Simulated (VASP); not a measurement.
A run of VASP 6.6.1 is set up as follows.

INCAR

```
SYSTEM = TaN
PREC = Accurate
ENCUT = 520
EDIFF = 1E-7
ISMEAR = 0
SIGMA = 0.15
LREAL = .False.
LASPH = .True.
NELM = 80
ALGO = Normal
ISIF = 2
LWAVE = .False.
LCHARG = .False.
GGA = PE
NBANDS = 24
```

Contents of KPOINTS:

```
Automatic mesh
0
Gamma
  18 18 10
  0 0 0
```

POSCAR

```
TaN
1.0
    2.8041618203      0.0000000000      0.0000000000
   -1.4020809101      2.4284753727      0.0000000000
    0.0000000000      0.0000000000      5.1147200000
Ta N
2 2
Direct
    0.0000000000      0.0000000000      0.0000000000
    0.0000000000      0.0000000000      0.5000000000
    0.3333333333      0.6666666667      0.2500000000
    0.6666666667      0.3333333333      0.7500000000
```

Potentials or basis: VASP PAW PBE potentials, release 64 (Ta_pv, N).

The run is started by

```sh
$ cat potpaw_PBE.64/Ta_pv/POTCAR potpaw_PBE.64/N/POTCAR > POTCAR
$ mpirun -np 1 vasp_std > vasp.out
```

What does it give for the band gap on the k mesh?

Zero (bands 16 and 17 overlap by 1.59 eV).

Estimate the pressure.

132.5 GPa.

Stress tensor (GPa, compression positive):
```
100.91   0.00   0.00
  0.00 100.91   0.00
  0.00   0.00 195.70
```

Caveat: the cell differs from its parent crystal (strain -0.080 along x and y, +0.040 along z); the cell stands under pressure; spin-orbit coupling is left out, which moves the levels of the heavy elements.
